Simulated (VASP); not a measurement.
Write the native input for VASP 6.6.1 that does the following.

```yaml
Task: single point
Functional: PBE
Potentials_or_basis: VASP PAW PBE potentials, release 64 (Sb)
Cutoff: 520 eV
k_mesh: 16 × 16 × 16
Occupations: gaussian, width 0.15 eV
Spin: no spin polarisation
Dipole_correction: no
Further_INCAR_settings: ALGO = Normal; EDIFF = 1e-07; NBANDS = 8
```

The structure of Sb lies in POSCAR:

```
Sb
1.0
    3.1600000000      0.0000000000      0.0000000000
    0.0000000000      3.1600000000      0.0000000000
    0.0000000000      0.0000000000      3.1600000000
Sb
1
Direct
    0.0000000000      0.0000000000      0.0000000000
```

One way to write it, as run:

INCAR

```
PREC     = Accurate       # precision mode
ENCUT    = 520            # plane-wave cutoff, eV
EDIFF    = 1E-7           # SCF threshold, eV
ISMEAR   = 0              # smearing method
SIGMA    = 0.15           # smearing width, eV
LREAL    = False          # projectors in reciprocal space
LASPH    = True           # aspherical terms in the spheres
NELM     = 60             # most SCF steps
ALGO     = Normal         # electronic algorithm
ISIF     = 2              # what is computed and relaxed
LWAVE    = False          # write WAVECAR
LCHARG   = False          # write CHGCAR
GGA      = PE             # functional
NBANDS   = 8              # bands
```

KPOINTS

```
Automatic mesh
0
Gamma
  16 16 16
```

Potentials or basis: VASP PAW PBE potentials, release 64 (Sb).

The run is started by

```sh
$ cat potpaw_PBE.64/Sb/POTCAR > POTCAR
$ mpirun -np 1 vasp_std > vasp.out
```

It gave:

```yaml
Pressure: -2.5 GPa
```

Run time: 14 s on 1 thread of AMD EPYC 9R45 96-Core Processor (Zen 5) (shared host), peak memory 0.13 GiB.
